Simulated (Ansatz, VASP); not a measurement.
# Ga in VASP and in Ansatz

The input INCAR:

```
SYSTEM = Ga
ALGO = Fast ; EDIFF = 1E-6
ENCUT = 520 ; GGA = CA
ISIF = 2 ; ISMEAR = 0
LASPH = .True. ; LCHARG = .False.
LREAL = .False. ; LWAVE = .False.
NBANDS = 34 ; NELM = 100
PREC = Accurate ; SIGMA = 0.15
```

The input KPOINTS:

```
k-points
0
Gamma
  10 10 10
  0 0 0
```

File POSCAR:

```
Ga
1.0
    2.2085777266     -3.7454996903     -0.2484649942
    2.2085777266      3.7454996903     -0.2484649942
   -0.4993956970      0.0000000000      3.7732119326
Ga
4
Direct
    0.1560190462      0.8439809538      0.0845038705
    0.6560190462      0.3439809538      0.4154961295
    0.8439809538      0.1560190462      0.9154961295
    0.3439809538      0.6560190462      0.5845038705
```

Input for Ansatz:

```yaml
crystal:
  lattice:
    - [2.2085777266, -3.7454996903, -0.2484649942]
    - [2.2085777266, 3.7454996903, -0.2484649942]
    - [-0.499395697, 0.0, 3.7732119326]
  atoms:
    - { symbol: Ga, position: [0.1560190462, 0.8439809538, 0.0845038705] }
    - { symbol: Ga, position: [0.6560190462, 0.3439809538, 0.4154961295] }
    - { symbol: Ga, position: [0.8439809538, 0.1560190462, 0.9154961295] }
    - { symbol: Ga, position: [0.3439809538, 0.6560190462, 0.5845038705] }
basis:
  ecutwfc: 420
kpoints:
  mp_grid: { grid: [10, 10, 10] }
hamiltonian:
  xc: lda
  pseudopotentials: { kind: paw }
scf:
  occupations: { method: gaussian, width: 0.15 }
output:
  forces: true
  stress: true
  eigenvalues: true
```

Change from the starting cell: engineering shear strain xz -0.2250, normal strain along z -0.1500.

Alike in both runs: task single point; functional LDA; k mesh 10 × 10 × 10; occupations gaussian, width 0.15 eV; no spin polarisation.

|  | VASP | Ansatz |
| --- | --- | --- |
| version | VASP 6.6.1 | Ansatz 0.2.0 |
| potentials or method | VASP PAW LDA potentials, release 64 (Ga_d), cutoff 520 eV | scalar-relativistic, plane waves, PAW |
| valence electrons in the cell | 52 | 52 |

Ansatz gave:

* gap on the k mesh at the Fermi level (eV): none
* pressure (GPa): 24.5
* traceless stress, the component that is largest in VASP (GPa): 10.65
* rms of the force components (eV/Å): 1.149

Q: Which values does VASP return?

A: gap on the k mesh at the Fermi level (eV): none; pressure (GPa): 25.0; traceless stress, the component that is largest in VASP (GPa): 10.78; rms of the force components (eV/Å): 1.169.

LDA's correlation is that of Perdew and Zunger in VASP and of Perdew and Wang (1992) in Ansatz. Atom by atom the forces differ by 0.019 eV/Å (rms over components). A gap of «none» marks a metal or a gap that the smearing closes.
